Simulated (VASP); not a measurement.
# AlGa3N4 (P-42m) in VASP: notebook

AlGa3N4 is run at these levels: r2SCAN; tasks: single point.

Everything below comes from runs of VASP 6.6.1. Logs are shortened: lines on timing, memory, paths and dates and some standing lists are left out, and cuts for length are marked.

**1. The cell of the first run**

Symmetry: P-42m, No. 111, tetragonal system. Conventional cell: a = 4.354 Å, b = 4.354 Å, c = 4.242 Å, α = 90.00°, β = 90.00°, γ = 90.00°. Within 2.4 Å of Al (site symmetry -42m) lie 4 N at 1.83 Å. Ga (site symmetry -42m) has 4 N at 1.88 Å within 2.5 Å. Ga (site symmetry 222) has 4 N at 1.88 Å within 2.5 Å. N (site symmetry m) has 1 Al at 1.83 Å and 3 Ga at 1.88 Å within 2.4 Å.

**2. Single point, r2SCAN (strain -0.025 along x and y, -0.050 along z)**

The input, POSCAR:

```
AlGa3N4
1.0
    4.3537108409      0.0000000000      0.0000000000
    0.0000000000      4.3537108409      0.0000000000
    0.0000000000      0.0000000000      4.2420772296
Al Ga N
1 3 4
Direct
    0.0000000000      0.0000000000      0.0000000000
    0.5000000000      0.5000000000      0.0000000000
    0.5000000000      0.0000000000      0.5000000000
    0.0000000000      0.5000000000      0.5000000000
    0.7553510553      0.7553510553      0.2446489447
    0.7553510553      0.2446489447      0.7553510553
    0.2446489447      0.7553510553      0.7553510553
    0.2446489447      0.2446489447      0.2446489447
```

The input, INCAR.step1:

```
ALGO     = Normal         # electronic algorithm
EDIFF    = 1E-4           # SCF threshold, eV
ENCUT    = 520            # plane-wave cutoff, eV
GGA      = PE             # functional
ISMEAR   = 0              # smearing method
LASPH    = True           # aspherical terms in the spheres
LCHARG   = False          # write CHGCAR
LREAL    = False          # projectors in reciprocal space
LWAVE    = True           # write WAVECAR
NBANDS   = 41             # bands
NELM     = 80             # most SCF steps
PREC     = Accurate       # precision mode
SIGMA    = 0.05           # smearing width, eV
```

The input, INCAR.step2:

```
ALGO     = Normal         # electronic algorithm
EDIFF    = 1E-6           # SCF threshold, eV
ENCUT    = 520            # plane-wave cutoff, eV
ISIF     = 2              # what is computed and relaxed
ISMEAR   = 0              # smearing method
ISTART   = 1            
LASPH    = True           # aspherical terms in the spheres
LCHARG   = False          # write CHGCAR
LMIXTAU  = True         
LREAL    = False          # projectors in reciprocal space
LWAVE    = False          # write WAVECAR
METAGGA  = R2SCAN         # meta-GGA
NBANDS   = 41             # bands
NELM     = 80             # most SCF steps
PREC     = Accurate       # precision mode
SIGMA    = 0.05           # smearing width, eV
```

The input, KPOINTS:

```
k-points
0
Gamma
  6 6 6
```

Potentials or basis: VASP PAW PBE potentials, release 64 (Al, Ga_d, N).

Run with:

```
cat potpaw_PBE.64/Al/POTCAR potpaw_PBE.64/Ga_d/POTCAR potpaw_PBE.64/N/POTCAR > POTCAR
cp INCAR.step1 INCAR
mpirun -np 1 vasp_std > vasp.out
cp INCAR.step2 INCAR
mpirun -np 1 vasp_std > vasp.out
```

OUTCAR:

```text
EDIFF = 1E-6
   ENCUT = 520
   ISIF = 2
   ISMEAR = 0
   ISTART = 1
   LASPH = True
   LREAL = False
   METAGGA = R2SCAN
   NELM = 80
   PREC = Accurate

 ion  position               nearest neighbor table
   1  0.000  0.000  0.000-   5 1.83   6 1.83   7 1.83   8 1.83   3 3.04   4 3.04   3 3.04   4 3.04
                             4 3.04   4 3.04   3 3.04   3 3.04   2 3.08   2 3.08   2 3.08   2 3.08
   2  0.500  0.500  0.000-   5 1.88   6 1.88   7 1.88   8 1.88   1 3.08   1 3.08   1 3.08   1 3.08

   3  0.500  0.000  0.500-   5 1.88   6 1.88   7 1.88   8 1.88   1 3.04   1 3.04   1 3.04   1 3.04

   4  0.000  0.500  0.500-   5 1.88   6 1.88   7 1.88   8 1.88   1 3.04   1 3.04   1 3.04   1 3.04

   5  0.755  0.755  0.245-   1 1.83   3 1.88   4 1.88   2 1.88
   6  0.755  0.245  0.755-   1 1.83   3 1.88   4 1.88   2 1.88
   7  0.245  0.755  0.755-   1 1.83   3 1.88   4 1.88   2 1.88
   8  0.245  0.245  0.245-   1 1.83   3 1.88   4 1.88   2 1.88

  LATTYP: Found a simple tetragonal cell.
 ALAT       =     4.3537108409
 C/A-ratio  =     0.9743589744

  Lattice vectors:

 A1 = (   4.3537108409,   0.0000000000,   0.0000000000)
 A2 = (   0.0000000000,   4.3537108409,   0.0000000000)
 A3 = (   0.0000000000,   0.0000000000,   4.2420772296)

Analysis of symmetry for initial positions (statically):
=====================================================================
 Subroutine PRICEL returns:
 Original cell was already a primitive cell.

 Routine SETGRP: Setting up the symmetry group for a
 simple tetragonal supercell.

 Subroutine GETGRP returns: Found  8 space group operations
 (whereof  8 operations were pure point group operations)
 out of a pool of 16 trial point group operations.

The static configuration has the point symmetry D_2d.

Analysis of symmetry for dynamics (positions and initial velocities):
=====================================================================
 Subroutine PRICEL returns:
 Original cell was already a primitive cell.

 Routine SETGRP: Setting up the symmetry group for a
 simple tetragonal supercell.

 Subroutine GETGRP returns: Found  8 space group operations
 (whereof  8 operations were pure point group operations)
 out of a pool of 16 trial point group operations.

The dynamic configuration has the point symmetry D_2d.

 Subroutine INISYM returns: Found  8 space group operations
 (whereof  8 operations are pure point group operations),
 and found     1 'primitive' translations
[... 111 lines left out ...]
   IBRION =     -1    ionic relax: 0-MD 1-quasi-New 2-CG
   NFREE  =      0    steps in history (QN), initial steepest desc. (CG)
   ISIF   =      2    stress and relaxation
   ISYM   =      2    0-nonsym 1-usesym 2-fastsym
   POTIM  = 0.5000    time-step for ionic-motion
   TEBEG  =    0.0;   TEEND  =   0.0 temperature during run
   PSTRESS=    0.0 pullay stress
   NELECT =      62.0000    total number of electrons
   NUPDOWN=      -1.0000    fix difference up-down
   EMIN   =  10.00;   EMAX   =-10.00  energy-range for DOS
   EFERMI =   0.00;   METHOD = LEGACY
   ISMEAR =     0;   SIGMA  =   0.05  broadening in eV -4-tet -1-fermi 0-gaus
   EFERMI_NEDOS =   21; number of points for ismear=-14 and -15
   IALGO  =     38    algorithm
   IMIX   =      4    mixing-type and parameters
     AMIX     =   0.40;   BMIX     =  1.00
     AMIX_MAG =   1.60;   BMIX_MAG =  1.00
  volume/ion in A,a.u.               =      10.05        67.83
  Fermi-wavevector in a.u.,A,eV,Ry     =   1.501203  2.836863 30.662240  2.253611
  Thomas-Fermi vector in A             =   2.612604
   LORBIT       =      0    0 simple, 1 ext, 2 COOP (PROOUT), +10 PAW based schemes
   METAGGA = R2SCAN    functional components
   LHFCALC =     F    Hartree Fock is set to
   AEXX    =    0.0000 exact exchange contribution
   IVDW    =     0    specifies the selected vdW correction
   LEPSILON=     F    determine dielectric tensor
   LRPA    =     F    only Hartree local field effects (RPA)
 non-spin polarized calculation
 Gauss-broadening in eV      SIGMA  =   0.05
  energy-cutoff  :      520.00
  volume of cell :       80.41
 maximum number of plane-waves:      2208
   NGX = 17   NGY = 17   NGZ = 15

 number of electron      62.0000024 magnetization

 Free energy of the ion-electron system (eV)
  ---------------------------------------------------
  ext. energy  EPLUGINS =         0.00000000
  ---------------------------------------------------
  free energy    TOTEN  =       -84.17034135 eV

  energy without entropy =      -84.17034135  energy(sigma->0) =      -84.17034135

 E-fermi :   6.6661     XC(G=0): -12.9648

 val. band max:        6.3856586039   @ k =   0.0000   0.0000   0.0000
 cond. band min:       9.8757862178   @ k =   0.0000   0.0000   0.0000
 fundamental gap:      3.4901276140
 Fermi energy:         6.6660683515

 k-point     1 :       0.0000    0.0000    0.0000
  band No.  band energies     occupation
      1     -11.0373      2.00000
      2      -9.2450      2.00000
      3      -9.2450      2.00000
      4      -9.2248      2.00000
      5      -7.2623      2.00000
      6      -7.2475      2.00000
[... 1045 lines left out ...]
     40      17.3523      0.00000
     41      17.5295      0.00000

 [... further k-points ...]

------------------------ aborting loop because EDIFF is reached ----------------------------------------

  FORCE on cell =-STRESS in cart. coord.  units (eV):
  Direction    XX          YY          ZZ          XY          YZ          ZX
  --------------------------------------------------------------------------------------
  -------------------------------------------------------------------------------------
  Total       12.7444736     12.7444736     14.0886113      0.0000000      0.0000000      0.0000000
  in kB      253.9421262    253.9421262    280.7249649      0.0000000      0.0000000      0.0000000
  external PRESSURE =     262.8697391 kB  Pullay stress =       0.0000000 kB

 VOLUME and BASIS-vectors are now :
 -----------------------------------------------------------------------------
  energy-cutoff  :      520.00
  volume of cell :       80.41
      direct lattice vectors                 reciprocal lattice vectors
     4.353710841  0.000000000  0.000000000     0.229689117  0.000000000  0.000000000
     0.000000000  4.353710841  0.000000000     0.000000000  0.229689117  0.000000000
     0.000000000  0.000000000  4.242077230     0.000000000  0.000000000  0.235733568

 POSITION                                       TOTAL-FORCE (eV/Angst)
 -----------------------------------------------------------------------------------
      0.00000      0.00000      0.00000        -0.000000     -0.000000      0.000000
      2.17686      2.17686      0.00000        -0.000000      0.000000      0.000000
      2.17686      0.00000      2.12104        -0.000000      0.000000      0.000000
      0.00000      2.17686      2.12104        -0.000000      0.000000      0.000000
      3.28858      3.28858      1.03782         0.060066      0.060066     -0.100895
      3.28858      1.06513      3.20426         0.060066     -0.060066      0.100895
      1.06513      3.28858      3.20426        -0.060066      0.060066      0.100895
      1.06513      1.06513      1.03782        -0.060066     -0.060066     -0.100895
 -----------------------------------------------------------------------------------
    total drift:                                0.000000      0.000000     -0.000000

  FREE ENERGIE OF THE ION-ELECTRON SYSTEM (eV)
  ---------------------------------------------------
  free  energy   TOTEN  =       -84.1703413519 eV

  energy  without entropy=      -84.1703413519  energy(sigma->0) =      -84.17034135
```

OUTCAR.step1:

```text
EDIFF = 1E-4
   ENCUT = 520
   GGA = PE
   ISMEAR = 0
[... 1305 lines left out ...]
      3.28858      3.28858      1.03782         0.056174      0.056174     -0.099206
      3.28858      1.06513      3.20426         0.056174     -0.056174      0.099206
      1.06513      3.28858      3.20426        -0.056174      0.056174      0.099206
      1.06513      1.06513      1.03782        -0.056174     -0.056174     -0.099206
 -----------------------------------------------------------------------------------
    total drift:                                0.000000      0.000000     -0.000000

  FREE ENERGIE OF THE ION-ELECTRON SYSTEM (eV)
  ---------------------------------------------------
  free  energy   TOTEN  =       -50.2871065785 eV

  energy  without entropy=      -50.2871065785  energy(sigma->0) =      -50.28710658
```

Run time: 4.6 min. Hardware: 1 thread of Intel Xeon 6975P-C, shared host; peak memory 0.26 GiB.

Results:

```
Free energy            : -84.1703 eV
Pressure               : 26.3 GPa
Largest force          : 0.132 eV/Å
Band gap on the k mesh : 3.49 eV, direct
```

Forces on the atoms (eV/Å):
```
Al   0.000  0.000  0.000
Ga   0.000  0.000  0.000
Ga   0.000  0.000  0.000
Ga   0.000  0.000  0.000
N    0.060  0.060 -0.101
N    0.060 -0.060  0.101
N   -0.060  0.060  0.101
N   -0.060 -0.060 -0.101
```

Caveat: the cell differs from its parent crystal (strain -0.025 along x and y, -0.050 along z); the PAW data sets were made with another functional, which shifts forces and pressure a little.

**3. Single point, r2SCAN (strain +0.000 along x and y, -0.050 along z)**

POSCAR, as its differences from that of step 2:

```diff
@@ -2,4 +2,4 @@
 1.0
-    4.3537108409      0.0000000000      0.0000000000
-    0.0000000000      4.3537108409      0.0000000000
+    4.4653444522      0.0000000000      0.0000000000
+    0.0000000000      4.4653444522      0.0000000000
     0.0000000000      0.0000000000      4.2420772296
```

The input, INCAR.step1:

```
PREC     = Accurate       # precision mode
ENCUT    = 520            # plane-wave cutoff, eV
ISMEAR   = 0              # smearing method
SIGMA    = 0.05           # smearing width, eV
LREAL    = F              # projectors in reciprocal space
LASPH    = T              # aspherical terms in the spheres
NELM     = 80             # most SCF steps
NBANDS   = 41             # bands
GGA      = PE             # functional
ALGO     = Normal         # electronic algorithm
EDIFF    = 1E-4           # SCF threshold, eV
LWAVE    = T              # write WAVECAR
LCHARG   = F              # write CHGCAR
```

The input, INCAR.step2:

```
PREC     = Accurate       # precision mode
ENCUT    = 520            # plane-wave cutoff, eV
EDIFF    = 1E-6           # SCF threshold, eV
ISMEAR   = 0              # smearing method
SIGMA    = 0.05           # smearing width, eV
LREAL    = F              # projectors in reciprocal space
LASPH    = T              # aspherical terms in the spheres
NELM     = 80             # most SCF steps
ALGO     = Normal         # electronic algorithm
ISIF     = 2              # what is computed and relaxed
LWAVE    = F              # write WAVECAR
LCHARG   = F              # write CHGCAR
METAGGA  = R2SCAN         # meta-GGA
LMIXTAU  = T            
NBANDS   = 41             # bands
ISTART   = 1
```

The input, KPOINTS:

```
regular mesh
0
Gamma
  6 6 6
```

Potentials or basis: VASP PAW PBE potentials, release 64 (Al, Ga_d, N).

Run with:

```
cat potpaw_PBE.64/Al/POTCAR potpaw_PBE.64/Ga_d/POTCAR potpaw_PBE.64/N/POTCAR > POTCAR
cp INCAR.step1 INCAR
mpirun -np 1 vasp_std > vasp.out
cp INCAR.step2 INCAR
mpirun -np 1 vasp_std > vasp.out
```

OUTCAR:

```text
PREC = Accurate
   ENCUT = 520
   EDIFF = 1E-6
   ISMEAR = 0
   LREAL = F
   LASPH = T
   NELM = 80
   ISIF = 2
   METAGGA = R2SCAN
   ISTART = 1

 ion  position               nearest neighbor table
   1  0.000  0.000  0.000-   5 1.86   6 1.86   7 1.86   8 1.86   3 3.08   4 3.08   3 3.08   4 3.08
                             4 3.08   4 3.08   3 3.08   3 3.08
   2  0.500  0.500  0.000-   5 1.92   6 1.92   7 1.92   8 1.92
   3  0.500  0.000  0.500-   5 1.91   6 1.91   7 1.91   8 1.91   1 3.08   1 3.08   1 3.08   1 3.08

   4  0.000  0.500  0.500-   5 1.91   6 1.91   7 1.91   8 1.91   1 3.08   1 3.08   1 3.08   1 3.08

   5  0.755  0.755  0.245-   1 1.86   3 1.91   4 1.91   2 1.92
   6  0.755  0.245  0.755-   1 1.86   3 1.91   4 1.91   2 1.92
   7  0.245  0.755  0.755-   1 1.86   3 1.91   4 1.91   2 1.92
   8  0.245  0.245  0.245-   1 1.86   3 1.91   4 1.91   2 1.92

  LATTYP: Found a simple tetragonal cell.
 ALAT       =     4.4653444522
 C/A-ratio  =     0.9500000000

  Lattice vectors:

 A1 = (   4.4653444522,   0.0000000000,   0.0000000000)
 A2 = (   0.0000000000,   4.4653444522,   0.0000000000)
 A3 = (   0.0000000000,   0.0000000000,   4.2420772296)

Analysis of symmetry for initial positions (statically):
=====================================================================
 Subroutine PRICEL returns:
 Original cell was already a primitive cell.

 Routine SETGRP: Setting up the symmetry group for a
 simple tetragonal supercell.

 Subroutine GETGRP returns: Found  8 space group operations
 (whereof  8 operations were pure point group operations)
 out of a pool of 16 trial point group operations.

The static configuration has the point symmetry D_2d.

Analysis of symmetry for dynamics (positions and initial velocities):
=====================================================================
 Subroutine PRICEL returns:
 Original cell was already a primitive cell.

 Routine SETGRP: Setting up the symmetry group for a
[... 143 lines left out ...]
   METAGGA = R2SCAN    functional components
   LHFCALC =     F    Hartree Fock is set to
   AEXX    =    0.0000 exact exchange contribution
   IVDW    =     0    specifies the selected vdW correction
   LEPSILON=     F    determine dielectric tensor
   LRPA    =     F    only Hartree local field effects (RPA)
 non-spin polarized calculation
 Gauss-broadening in eV      SIGMA  =   0.05
  energy-cutoff  :      520.00
  volume of cell :       84.58
 maximum number of plane-waves:      2296
 NGX is ok and might be reduce to    36
   NGX = 17   NGY = 17   NGZ = 15

 number of electron      61.9999964 magnetization

 Free energy of the ion-electron system (eV)
  ---------------------------------------------------
  ext. energy  EPLUGINS =         0.00000000
  ---------------------------------------------------
  free energy    TOTEN  =       -84.63210143 eV

  energy without entropy =      -84.63210143  energy(sigma->0) =      -84.63210143

 E-fermi :   6.1152     XC(G=0): -12.6740

 val. band max:        5.8819551763   @ k =   0.0000   0.0000   0.0000
 cond. band min:       8.9272056403   @ k =   0.0000   0.0000   0.0000
 fundamental gap:      3.0452504640
 Fermi energy:         6.1151582058

 k-point     1 :       0.0000    0.0000    0.0000
  band No.  band energies     occupation
      1     -11.1676      2.00000
      2      -9.5798      2.00000
      3      -9.5798      2.00000
      4      -9.5514      2.00000
      5      -7.7926      2.00000
      6      -7.7926      2.00000
[... 1045 lines left out ...]
     40      16.3362      0.00000
     41      16.3615      0.00000

 [... further k-points ...]

------------------------ aborting loop because EDIFF is reached ----------------------------------------

  FORCE on cell =-STRESS in cart. coord.  units (eV):
  Direction    XX          YY          ZZ          XY          YZ          ZX
  --------------------------------------------------------------------------------------
  -------------------------------------------------------------------------------------
  Total        5.3437161      5.3437161      8.3514044      0.0000000      0.0000000      0.0000000
  in kB      101.2197968    101.2197968    158.1909361      0.0000000      0.0000000      0.0000000
  external PRESSURE =     120.2101766 kB  Pullay stress =       0.0000000 kB

 VOLUME and BASIS-vectors are now :
 -----------------------------------------------------------------------------
  energy-cutoff  :      520.00
  volume of cell :       84.58
      direct lattice vectors                 reciprocal lattice vectors
     4.465344452  0.000000000  0.000000000     0.223946889  0.000000000  0.000000000
     0.000000000  4.465344452  0.000000000     0.000000000  0.223946889  0.000000000
     0.000000000  0.000000000  4.242077230     0.000000000  0.000000000  0.235733568

 POSITION                                       TOTAL-FORCE (eV/Angst)
 -----------------------------------------------------------------------------------
      0.00000      0.00000      0.00000        -0.000000      0.000000      0.000000
      2.23267      2.23267      0.00000         0.000000      0.000000      0.000000
      2.23267      0.00000      2.12104         0.000000      0.000000      0.000000
      0.00000      2.23267      2.12104         0.000000      0.000000      0.000000
      3.37290      3.37290      1.03782         0.032788      0.032788     -0.105060
      3.37290      1.09244      3.20426         0.032788     -0.032788      0.105060
      1.09244      3.37290      3.20426        -0.032788      0.032788      0.105060
      1.09244      1.09244      1.03782        -0.032788     -0.032788     -0.105060
 -----------------------------------------------------------------------------------
    total drift:                               -0.000001     -0.000001     -0.000000

  FREE ENERGIE OF THE ION-ELECTRON SYSTEM (eV)
  ---------------------------------------------------
  free  energy   TOTEN  =       -84.6321014312 eV

  energy  without entropy=      -84.6321014312  energy(sigma->0) =      -84.63210143
```

OSZICAR.step1:

```text
N       E                     dE             d eps       ncg     rms          rms(c)
DAV:   1     0.634940701365E+03    0.63494E+03   -0.27850E+04  3728   0.259E+03
DAV:   2     0.548742962553E+02   -0.58007E+03   -0.53948E+03  3504   0.632E+02
DAV:   3    -0.523626044950E+02   -0.10724E+03   -0.10409E+03  3729   0.195E+02
DAV:   4    -0.596548782713E+02   -0.72923E+01   -0.72296E+01  4438   0.544E+01
DAV:   5    -0.598537013734E+02   -0.19882E+00   -0.19855E+00  4000   0.891E+00    0.164E+01
DAV:   6    -0.505874678466E+02    0.92662E+01   -0.25643E+01  6043   0.618E+01    0.459E+00
DAV:   7    -0.509200718283E+02   -0.33260E+00   -0.48228E+00  3859   0.124E+01    0.410E+00
DAV:   8    -0.509111651616E+02    0.89067E-02   -0.52915E-01  4708   0.936E+00    0.109E+00
DAV:   9    -0.508744768259E+02    0.36688E-01   -0.15127E-01  5313   0.594E+00    0.452E-01
DAV:  10    -0.508750387720E+02   -0.56195E-03   -0.21901E-02  3939   0.124E+00    0.125E-01
DAV:  11    -0.508753023305E+02   -0.26356E-03   -0.23365E-03  5444   0.952E-01    0.330E-02
DAV:  12    -0.508753577037E+02   -0.55373E-04   -0.42045E-04  3626   0.319E-01
   1 F= -.50875358E+02 E0= -.50875358E+02  d E =-.362984E-16
```

Wall time 6.2 min (1 thread of Intel Xeon 6975P-C, shared host); peak memory 0.28 GiB.

Results:

- Free energy: -84.6321 eV
- Pressure: 12.0 GPa
- Largest force: 0.115 eV/Å
- Band gap on the k mesh: 3.05 eV, direct

Forces on the atoms (eV/Å):
```
Al   0.000  0.000  0.000
Ga   0.000  0.000  0.000
Ga   0.000  0.000  0.000
Ga   0.000  0.000  0.000
N    0.033  0.033 -0.105
N    0.033 -0.033  0.105
N   -0.033  0.033  0.105
N   -0.033 -0.033 -0.105
```

Caveat: the cell differs from its parent crystal (strain +0.000 along x and y, -0.050 along z); the PAW data sets were made with another functional, which shifts forces and pressure a little.

[end of part 1 of 2]
